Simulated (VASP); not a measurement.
# GaCo (Pm-3m) in VASP: further runs

The runs below take GaCo through relaxation of cell and atoms, single point, with PBEsol.

All numbers are computed with VASP 6.6.1; they aren't measurements. Logs are shortened: lines on timing, memory, paths and dates and some standing lists are left out, and cuts for length are marked.

### Step 1. The cell of the first run

It takes space group Pm-3m (No. 221, cubic). Conventional cell: a = 2.916 Å, b = 2.916 Å, c = 2.916 Å, α = 90.00°, β = 90.00°, γ = 90.00°. Ga (site symmetry m-3m) has 8 Co at 2.53 Å and 6 Ga at 2.92 Å within 3.3 Å. Within 3.3 Å of Co (site symmetry m-3m) lie 8 Ga at 2.53 Å and 6 Co at 2.92 Å.

### Step 2. Relaxation of cell and atoms, PBEsol, collinear spin, ferromagnetic start

Contents of INCAR:

```
PREC     = Accurate       # precision mode
ENCUT    = 600            # plane-wave cutoff, eV
EDIFF    = 1E-6           # SCF threshold, eV
ISMEAR   = 0              # smearing method
SIGMA    = 0.025          # smearing width, eV
LREAL    = False          # projectors in reciprocal space
LASPH    = True           # aspherical terms in the spheres
NELM     = 150            # most SCF steps
ALGO     = Normal         # electronic algorithm
ISIF     = 3              # what is computed and relaxed
LWAVE    = False          # write WAVECAR
LCHARG   = False          # write CHGCAR
ISPIN    = 2              # spin polarisation
MAGMOM   = 0 2            # initial moments
LORBIT   = 11             # projections on sites
LMAXMIX  = 4              # l up to which the mixer works
GGA      = PS             # functional
IBRION   = 2              # ionic algorithm
NSW      = 100            # ionic steps
EDIFFG   = -0.001         # ionic threshold
```

Contents of KPOINTS:

```
regular mesh
0
Gamma
  11 11 11
```

Contents of POSCAR:

```
GaCo
1.0
    2.9158727642      0.0000000000      0.0000000000
    0.0000000000      2.9158727642      0.0000000000
    0.0000000000      0.0000000000      2.9158727642
Ga Co
1 1
Direct
    0.5000000000      0.5000000000      0.5000000000
    0.0000000000      0.0000000000      0.0000000000
```

Potentials or basis: VASP PAW PBE potentials, release 64 (Ga_d, Co).

Command:

```console
$ cat potpaw_PBE.64/Ga_d/POTCAR potpaw_PBE.64/Co/POTCAR > POTCAR
$ mpirun -np 1 vasp_std > vasp.out
```

OUTCAR:

```text
PREC = Accurate
   ENCUT = 600
   EDIFF = 1E-6
   ISMEAR = 0
   LREAL = False
   LASPH = True
   NELM = 150
   ISIF = 3
   ISPIN = 2
   LORBIT = 11
   GGA = PS
   IBRION = 2
   NSW = 100
   EDIFFG = -0.001

 ion  position               nearest neighbor table
   1  0.500  0.500  0.500-   2 2.53   2 2.53   2 2.53   2 2.53   2 2.53   2 2.53   2 2.53   2 2.53

   2  0.000  0.000  0.000-   1 2.53   1 2.53   1 2.53   1 2.53   1 2.53   1 2.53   1 2.53   1 2.53

  LATTYP: Found a simple cubic cell.
 ALAT       =     2.9158727642

  Lattice vectors:

 A1 = (   2.9158727642,   0.0000000000,   0.0000000000)
 A2 = (   0.0000000000,   2.9158727642,   0.0000000000)
 A3 = (   0.0000000000,   0.0000000000,   2.9158727642)

Analysis of symmetry for initial positions (statically):
=====================================================================
 Subroutine PRICEL returns:
 Original cell was already a primitive cell.

 Routine SETGRP: Setting up the symmetry group for a
 simple cubic supercell.

 Subroutine GETGRP returns: Found 48 space group operations
 (whereof 48 operations were pure point group operations)
 out of a pool of 48 trial point group operations.

The static configuration has the point symmetry O_h .

Analysis of symmetry for dynamics (positions and initial velocities):
=====================================================================
 Subroutine PRICEL returns:
 Original cell was already a primitive cell.

 Routine SETGRP: Setting up the symmetry group for a
 simple cubic supercell.

 Subroutine GETGRP returns: Found 48 space group operations
 (whereof 48 operations were pure point group operations)
 out of a pool of 48 trial point group operations.

The dynamic configuration has the point symmetry O_h .

Analysis of structural, dynamic, and magnetic symmetry:
=====================================================================
 Subroutine PRICEL returns:
 Original cell was already a primitive cell.

 Routine SETGRP: Setting up the symmetry group for a
 simple cubic supercell.

 Subroutine GETGRP returns: Found 48 space group operations
 (whereof 48 operations were pure point group operations)
 out of a pool of 48 trial point group operations.

The overall configuration has the point symmetry O_h .

 Subroutine INISYM returns: Found 48 space group operations
 (whereof 48 operations are pure point group operations),
 and found     1 'primitive' translations

----------------------------------------------------------------------------------------

                                     Primitive cell

  volume of cell :      24.7917

  direct lattice vectors                    reciprocal lattice vectors
     2.915872764  0.000000000  0.000000000     0.342950492  0.000000000  0.000000000
     0.000000000  2.915872764  0.000000000     0.000000000  0.342950492  0.000000000
     0.000000000  0.000000000  2.915872764     0.000000000  0.000000000  0.342950492

  length of vectors
     2.915872764  2.915872764  2.915872764     0.342950492  0.342950492  0.342950492

  position of ions in fractional coordinates (direct lattice)
     0.500000000  0.500000000  0.500000000
     0.000000000  0.000000000  0.000000000

  ion indices of the primitive-cell ions
   primitive index   ion index
                 1           1
                 2           2

----------------------------------------------------------------------------------------

 KPOINTS: regular mesh

Automatic generation of k-mesh.
 Grid dimensions read from file:
 generate k-points for:   11   11   11

 Generating k-lattice:

  Cartesian coordinates                     Fractional coordinates (reciprocal lattice)
     0.031177317  0.000000000  0.000000000     0.090909091  0.000000000  0.000000000
     0.000000000  0.031177317  0.000000000     0.000000000  0.090909091  0.000000000
     0.000000000  0.000000000  0.031177317     0.000000000  0.000000000  0.090909091

  Length of vectors
     0.031177317  0.031177317  0.031177317

  Shift w.r.t. Gamma in fractional coordinates (k-lattice)
     0.000000000  0.000000000  0.000000000

 Subroutine IBZKPT returns following result:
 ===========================================

 Found     56 irreducible k-points:

 Following reciprocal coordinates:
            Coordinates               Weight
  0.000000  0.000000  0.000000      1.000000
  0.090909  0.000000  0.000000      6.000000
  0.181818  0.000000  0.000000      6.000000
  0.272727  0.000000  0.000000      6.000000
  0.363636  0.000000  0.000000      6.000000
  0.454545  0.000000  0.000000      6.000000
[... 16 lines left out ...]
  0.181818  0.090909  0.090909     24.000000
  0.272727  0.090909  0.090909     24.000000
 [... further k-points ...]
   k-points           NKPTS =     56   k-points in BZ     NKDIM =     56   number of bands    NBANDS=     16
   number of dos      NEDOS =    301   number of ions     NIONS =      2
   total plane-waves  NPLWV =  13824
   dimension x,y,z NGX =    24 NGY =   24 NGZ =   24
   dimension x,y,z NGXF=    48 NGYF=   48 NGZF=   48
   ions per type =               1   1
   NGX,Y,Z   is equivalent  to a cutoff of  13.68, 13.68, 13.68 a.u.
   NGXF,Y,Z  is equivalent  to a cutoff of  27.37, 27.37, 27.37 a.u.
 SYSTEM =  unknown system
   PREC   = accura    normal or accurate (medium, high low for compatibility)
   ISTART =      0    job   : 0-new  1-cont  2-samecut
   ICHARG =      2    charge: 1-file 2-atom 10-const
   ISPIN  =      2    spin polarized calculation?
   LNONCOLLINEAR =      F non collinear calculations
   LSORBIT =      F    spin-orbit coupling
   LASPH  =      T    aspherical Exc in radial PAW
   ENCUT  =  600.0 eV  44.10 Ry    6.64 a.u.   5.82  5.82  5.82*2*pi/ulx,y,z
   NELM   =    150;   NELMIN=  2; NELMDL= -5     # of ELM steps
   EDIFF  = 0.1E-05   stopping-criterion for ELM
   LREAL  =      F    real-space projection
   EDIFFG = -.1E-02   stopping-criterion for IOM
   NSW    =    100    number of steps for IOM
   IBRION =      2    ionic relax: 0-MD 1-quasi-New 2-CG
   NFREE  =      1    steps in history (QN), initial steepest desc. (CG)
   ISIF   =      3    stress and relaxation
   ISYM   =      2    0-nonsym 1-usesym 2-fastsym
   POTIM  = 0.5000    time-step for ionic-motion
   TEBEG  =    0.0;   TEEND  =   0.0 temperature during run
   PSTRESS=    0.0 pullay stress
   NELECT =      22.0000    total number of electrons
   NUPDOWN=      -1.0000    fix difference up-down
   EMIN   =  10.00;   EMAX   =-10.00  energy-range for DOS
   EFERMI =   0.00;   METHOD = LEGACY
   ISMEAR =     0;   SIGMA  =   0.03  broadening in eV -4-tet -1-fermi 0-gaus
   EFERMI_NEDOS =   21; number of points for ismear=-14 and -15
   IALGO  =     38    algorithm
   IMIX   =      4    mixing-type and parameters
     AMIX     =   0.40;   BMIX     =  1.00
     AMIX_MAG =   1.60;   BMIX_MAG =  1.00
  volume/ion in A,a.u.               =      12.40        83.65
  Fermi-wavevector in a.u.,A,eV,Ry     =   1.573188  2.972893 33.673316  2.474919
  Thomas-Fermi vector in A             =   2.674509
   LORBIT       =     11    0 simple, 1 ext, 2 COOP (PROOUT), +10 PAW based schemes
   GGA     = PS    functional components
   LHFCALC =     F    Hartree Fock is set to
   AEXX    =    0.0000 exact exchange contribution
   IVDW    =     0    specifies the selected vdW correction
   LEPSILON=     F    determine dielectric tensor
   LRPA    =     F    only Hartree local field effects (RPA)
 conjugate gradient relaxation of ions
 spin polarized calculation
 Gauss-broadening in eV      SIGMA  =   0.03
  energy-cutoff  :      600.00
  volume of cell :       24.79
 maximum number of plane-waves:       846
 NGX is ok and might be reduce to    24
   NGX = 11   NGY = 11   NGZ = 11

--------------------------------------- Ionic step        1  -------------------------------------------

 number of electron      22.0000008 magnetization       0.1804021

 Free energy of the ion-electron system (eV)
  ---------------------------------------------------
  ext. energy  EPLUGINS =         0.00000000
  ---------------------------------------------------
  free energy    TOTEN  =       -11.68950854 eV

  energy without entropy =      -11.68868648  energy(sigma->0) =      -11.68909751

 E-fermi :   9.0554     XC(G=0): -13.1211

 val. band max:        9.0533148233   @ k =   0.4545   0.4545   0.0000
 cond. band min:       9.0557225422   @ k =   0.4545   0.0909   0.0909
 fundamental gap:      0.0024077189
 Fermi energy:         9.0554437527

 spin component 1

 k-point     1 :       0.0000    0.0000    0.0000
  band No.  band energies     occupation
      1      -5.9343      1.00000
      2      -5.9343      1.00000
      3      -5.6220      1.00000
      4      -5.6220      1.00000
      5      -5.6220      1.00000
      6      -2.6784      1.00000
[... 8 lines left out ...]
     15      19.8759      0.00000
     16      19.8759      0.00000
[... 1000 lines left out ...]
  FREE ENERGIE OF THE ION-ELECTRON SYSTEM (eV)
  ---------------------------------------------------
  free  energy   TOTEN  =       -11.7746294828 eV

  energy  without entropy=      -11.7743117461  energy(sigma->0) =      -11.77447061

[... ionic steps 4 to 21 ...]

--------------------------------------- Ionic step       22  -------------------------------------------

 number of electron      21.9999997 magnetization       0.0270284

------------------------ aborting loop because EDIFF is reached ----------------------------------------

  FORCE on cell =-STRESS in cart. coord.  units (eV):
  Direction    XX          YY          ZZ          XY          YZ          ZX
  --------------------------------------------------------------------------------------
  -------------------------------------------------------------------------------------
  Total       -0.0193490     -0.0193490     -0.0193490     -0.0000000     -0.0000000      0.0000000
  in kB       -1.3526057     -1.3526057     -1.3526057     -0.0000000     -0.0000000      0.0000000
  external PRESSURE =      -1.3526057 kB  Pullay stress =       0.0000000 kB
[... 57 lines left out ...]
  energy  without entropy=      -11.7743102628  energy(sigma->0) =      -11.77446969

--------------------------------------- Ionic step       24  -------------------------------------------

 number of electron      21.9999997 magnetization       0.0270251

 Free energy of the ion-electron system (eV)
  ---------------------------------------------------
  ext. energy  EPLUGINS =         0.00000000
  ---------------------------------------------------
  free energy    TOTEN  =       -11.77462885 eV

  energy without entropy =      -11.77430995  energy(sigma->0) =      -11.77446940

 E-fermi :  10.1722     XC(G=0): -13.5819

 val. band max:       10.1607037779   @ k =   0.4545   0.3636   0.0909
 cond. band min:      10.1951341144   @ k =   0.4545   0.2727   0.0000
 fundamental gap:      0.0344303364
 Fermi energy:        10.1722185867

 spin component 1

 k-point     1 :       0.0000    0.0000    0.0000
  band No.  band energies     occupation
      1      -5.0213      1.00000
      2      -5.0213      1.00000
      3      -4.6314      1.00000
      4      -4.6314      1.00000
      5      -4.6314      1.00000
      6      -2.2777      1.00000
[... 8 lines left out ...]
     15      21.4811      0.00000
     16      21.4811      0.00000
[... 926 lines left out ...]
  FREE ENERGIE OF THE ION-ELECTRON SYSTEM (eV)
  ---------------------------------------------------
  free  energy   TOTEN  =       -11.7746288537 eV

  energy  without entropy=      -11.7743099530  energy(sigma->0) =      -11.77446940

 reached required accuracy - stopping structural energy minimisation

 total charge

# of ion       s       p       d       tot
------------------------------------------
    1        0.854   0.929  10.069  11.852
    2        0.401   0.487   7.540   8.428
--------------------------------------------------
tot          1.255   1.416  17.609  20.279

 magnetization (x)

# of ion       s       p       d       tot
------------------------------------------
    1       -0.000  -0.000  -0.001  -0.001
    2       -0.000  -0.000   0.030   0.029
--------------------------------------------------
tot         -0.000  -0.001   0.029   0.028
```

Wall time 3 min (1 thread of Intel Xeon Platinum 8488C (Sapphire Rapids), shared host); peak memory 0.19 GiB.

What came out:

* Free energy: -11.7746 eV
* Relaxed volume: 11.46 Å³/atom
* Relaxed cell: a = 2.840 Å, b = 2.840 Å, c = 2.840 Å, α = 90.00°, β = 90.00°, γ = 90.00°
* Space group after relaxing (to 0.05 Å): Pm-3m (No. 221)
* Energy gained by relaxing: 42.6 meV/atom
* Ionic steps: 24
* Pressure after relaxing: 0.0 GPa
* Band gap on the k mesh: zero (filled and empty bands overlap)
* Net moment: 0.03 μB per cell
* Site moments: Ga -0.00; Co +0.03 μB
* Valence electrons inside the program's atomic spheres: Ga 11.85; Co 8.43

Step by step:
```csv
step,energy change (eV),largest force (eV/Å),pressure (GPa),volume (Å³)
1,0.0000,0.0000,-12.98,24.79
2,-0.0098,0.0000,16.55,21.36
3,-0.0851,0.0000,0.04,22.91
4,-0.0851,0.0000,-0.33,22.95
5,-0.0851,0.0000,-0.25,22.95
6,-0.0851,0.0000,-0.26,22.94
7,-0.0851,0.0000,-0.25,22.94
8,-0.0851,0.0000,-0.20,22.94
9,-0.0851,0.0000,-0.13,22.94
10,-0.0851,0.0000,0.02,22.94
11,-0.0851,0.0000,-0.19,22.94
12,-0.0851,0.0000,-0.19,22.94
13,-0.0851,0.0000,-0.18,22.94
14,-0.0851,0.0000,-0.07,22.94
15,-0.0851,0.0000,-0.26,22.94
16,-0.0851,0.0000,-0.12,22.94
17,-0.0851,0.0000,-0.16,22.93
18,-0.0851,0.0000,-0.03,22.92
19,-0.0851,0.0000,0.05,22.92
20,-0.0851,0.0000,-0.12,22.92
21,-0.0851,0.0000,0.22,22.92
22,-0.0851,0.0000,-0.14,22.92
23,-0.0851,0.0000,0.09,22.92
24,-0.0851,0.0000,0.01,22.92
```

Final structure:
```
CELL_PARAMETERS angstrom
2.84044 0.00000 0.00000
0.00000 2.84044 0.00000
0.00000 0.00000 2.84044
ATOMIC_POSITIONS crystal
Ga 0.50000 0.50000 0.50000
Co 0.00000 0.00000 0.00000
```

Levels at points of the mesh, in eV from the Fermi level:
Spin up:
```csv
k point,band 8,band 9,band 10,band 11,band 12,band 13,band 14,band 15
"(0.00, 0.00, 0.00)",-2.75,-0.79,-0.79,-0.79,5.30,5.30,5.30,11.31
```
Spin down:
```
           k point  band 9  band 10  band 11  band 12  band 13  band 14
(0.00, 0.00, 0.00)   -0.77    -0.77    -0.77     5.30     5.30     5.30
```

Caveat: the starting moments collapsed, and a magnetic state may lie lower; the PAW data sets were made with another functional, which shifts forces and pressure a little.

### Step 3. Single point, PBEsol, collinear spin, ferromagnetic start

This run uses another cell than the first one, of 11.46 Å³/atom, 0.924 times its volume.

Contents of INCAR:

```
PREC = Accurate ; ENCUT = 520
EDIFF = 1E-7 ; ISMEAR = 1
SIGMA = 0.05 ; LREAL = F
LASPH = T ; NELM = 150
ALGO = Normal ; ISIF = 2
LWAVE = F ; LCHARG = F
ISPIN = 2 ; MAGMOM = 0 2
LORBIT = 11 ; LMAXMIX = 4
GGA = PS ; NBANDS = 22
```

KPOINTS is that of step 2.

Contents of POSCAR:

```
GaCo
1.0
    2.8401828324      0.0000000000      0.0000000000
    0.0000000000      2.8401828324      0.0000000000
    0.0000000000      0.0000000000      2.8401828324
Ga Co
1 1
Direct
    0.5000000000      0.5000000000      0.5000000000
    0.0000000000      0.0000000000      0.0000000000
```

Potentials or basis: VASP PAW PBE potentials, release 64 (Ga_d, Co).

Command:

```console
$ cat potpaw_PBE.64/Ga_d/POTCAR potpaw_PBE.64/Co/POTCAR > POTCAR
$ mpirun -np 1 vasp_std > vasp.out
```

OUTCAR:

```text
PREC = Accurate
   ENCUT = 520
   EDIFF = 1E-7
   ISMEAR = 1
   LREAL = F
   LASPH = T
   NELM = 150
   ISIF = 2
   ISPIN = 2
   LORBIT = 11
   GGA = PS

 ion  position               nearest neighbor table
   1  0.500  0.500  0.500-   2 2.46   2 2.46   2 2.46   2 2.46   2 2.46   2 2.46   2 2.46   2 2.46

   2  0.000  0.000  0.000-   1 2.46   1 2.46   1 2.46   1 2.46   1 2.46   1 2.46   1 2.46   1 2.46

  LATTYP: Found a simple cubic cell.
 ALAT       =     2.8401828324

  Lattice vectors:

[... 1418 lines left out ...]
  external PRESSURE =       0.9148477 kB  Pullay stress =       0.0000000 kB

 VOLUME and BASIS-vectors are now :
 -----------------------------------------------------------------------------
  energy-cutoff  :      520.00
  volume of cell :       22.91
      direct lattice vectors                 reciprocal lattice vectors
     2.840182832  0.000000000  0.000000000     0.352090009  0.000000000  0.000000000
     0.000000000  2.840182832  0.000000000     0.000000000  0.352090009  0.000000000
     0.000000000  0.000000000  2.840182832     0.000000000  0.000000000  0.352090009

 POSITION                                       TOTAL-FORCE (eV/Angst)
 -----------------------------------------------------------------------------------
      1.42009      1.42009      1.42009         0.000000      0.000000      0.000000
      0.00000      0.00000      0.00000         0.000000      0.000000      0.000000
 -----------------------------------------------------------------------------------
    total drift:                                0.000000      0.000000     -0.000000

  FREE ENERGIE OF THE ION-ELECTRON SYSTEM (eV)
  ---------------------------------------------------
  free  energy   TOTEN  =       -11.7736488447 eV

  energy  without entropy=      -11.7735893764  energy(sigma->0) =      -11.77362902

 total charge

# of ion       s       p       d       tot
------------------------------------------
    1        0.854   0.929  10.069  11.852
    2        0.401   0.487   7.540   8.428
--------------------------------------------------
tot          1.255   1.417  17.608  20.280

 magnetization (x)

# of ion       s       p       d       tot
------------------------------------------
    1       -0.000  -0.000  -0.000  -0.000
    2       -0.000  -0.000   0.000   0.000
--------------------------------------------------
tot         -0.000  -0.000   0.000   0.000
```

Wall time 41 s (1 thread of Intel Xeon Platinum 8488C (Sapphire Rapids), shared host); peak memory 0.18 GiB.

Results:

| Quantity | Value |
| --- | --- |
| Free energy | -11.7736 eV |
| Pressure | 0.1 GPa |
| Band gap on the k mesh | zero (filled and empty bands overlap) |
| Net moment | 0.00 μB per cell |
| Valence electrons inside the program's atomic spheres | Ga 11.85; Co 8.43 |

Caveat: the starting moments collapsed, and a magnetic state may lie lower; the PAW data sets were made with another functional, which shifts forces and pressure a little.

(Continued in part 2 of 2.)
